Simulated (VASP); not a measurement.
Write the native input for VASP 6.6.1 that does the following.

```yaml
Task: single point
Functional: PBE
Potentials_or_basis: VASP PAW PBE potentials, release 64 (In_d, As)
Cutoff: 520 eV
k_mesh: 8 × 8 × 8
Occupations: fermi-dirac, width 0.05 eV
Spin: no spin polarisation
Dipole_correction: no
Further_INCAR_settings: ALGO = Normal; EDIFF = 1e-06; NBANDS = 16
```

The structure of InAs lies in POSCAR:

```
InAs
1.0
    0.0000000000      3.0180000000      3.0180000000
    3.0180000000      0.0000000000      3.0180000000
    3.0180000000      3.0180000000      0.0000000000
In As
1 1
Direct
    0.0000000000      0.0000000000      0.0000000000
    0.7500000000      0.7500000000      0.7500000000
```

These files were run (other wordings do the same):

INCAR

```
PREC     = Accurate       # precision mode
ENCUT    = 520            # plane-wave cutoff, eV
EDIFF    = 1E-6           # SCF threshold, eV
ISMEAR   = -1             # smearing method
SIGMA    = 0.05           # smearing width, eV
LREAL    = False          # projectors in reciprocal space
LASPH    = True           # aspherical terms in the spheres
NELM     = 60             # most SCF steps
ALGO     = Normal         # electronic algorithm
ISIF     = 2              # what is computed and relaxed
LWAVE    = False          # write WAVECAR
LCHARG   = False          # write CHGCAR
GGA      = PE             # functional
NBANDS   = 16             # bands
```

KPOINTS

```
Automatic mesh
0
Gamma
  8 8 8
```

Potentials or basis: VASP PAW PBE potentials, release 64 (In_d, As).

Command:

```console
$ cat potpaw_PBE.64/In_d/POTCAR potpaw_PBE.64/As/POTCAR > POTCAR
$ mpirun -np 1 vasp_std > vasp.out
```

Results of the run:

```yaml
Pressure: 4.4 GPa
Band_gap_on_the_k_mesh: zero (filled and empty bands touch)
```

Caveat: spin-orbit coupling is left out, which moves the levels of the heavy elements.

Wall time 10 s on 1 thread of Intel(R) Xeon(R) 6975P-C (Granite Rapids), with other jobs on the host, peak memory 0.18 GiB.
